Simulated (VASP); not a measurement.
Wanted: the native input for a VASP 6.6.1 run.

```
Task                   : single point
Functional             : PBE
Dispersion             : D3(BJ)
Potentials or basis    : VASP PAW PBE potentials, release 64 (In_d, Se)
Cutoff                 : 520 eV
k mesh                 : 12 × 12 × 2
Occupations            : gaussian, width 0.03 eV
Spin                   : no spin polarisation
Dipole correction      : no
Further INCAR settings : ALGO = Normal; EDIFF = 1e-06; NBANDS = 48
```

The structure of InSe lies in POSCAR:

```
InSe
1.0
    4.0922480583      0.0000000000      0.0000000000
   -2.0461240292      3.5439907771      0.0000000000
    0.0000000000      0.0000000000     16.7623717135
In Se
4 4
Direct
    0.3333333333      0.6666666667      0.1666581949
    0.6666666667      0.3333333333      0.6666581949
    0.3333333333      0.6666666667      0.3333418051
    0.6666666667      0.3333333333      0.8333418051
    0.3333333333      0.6666666667      0.5898711344
    0.6666666667      0.3333333333      0.0898711344
    0.3333333333      0.6666666667      0.9101288656
    0.6666666667      0.3333333333      0.4101288656
```

This cell differs from its parent crystal: strain +0.0150 x Voigt [1, 1, 0, 0, 0, 0].

One way to write it, as run:

INCAR

```
  PREC = Accurate
  ENCUT = 520
  EDIFF = 1E-6
  ISMEAR = 0
  SIGMA = 0.03
  LREAL = False
  LASPH = True
  NELM = 60
  ALGO = Normal
  ISIF = 2
  LWAVE = False
  LCHARG = False
  GGA = PE
  IVDW = 12
  NBANDS = 48
```

KPOINTS

```
regular mesh
0
Gamma
  12 12 2
```

Potentials or basis: VASP PAW PBE potentials, release 64 (In_d, Se).

The run is started by

```sh
$ cat potpaw_PBE.64/In_d/POTCAR potpaw_PBE.64/Se/POTCAR > POTCAR
$ mpirun -np 1 vasp_std > vasp.out
```

Results of the run:

```
Pressure                   : -1.3 GPa
Largest force              : 0.206 eV/Å
Band gap on the k mesh     : 0.19 eV, direct
Dispersion energy per atom : -0.288 eV
```

Caveat: the cell differs from its parent crystal (strain +0.0150 x Voigt [1, 1, 0, 0, 0, 0]); spin-orbit coupling is left out, which moves the levels of the heavy elements.

Run time: 11 min on 1 thread of Oxide Virtual Turin-like Processor, on a shared host, peak memory 0.5 GiB.
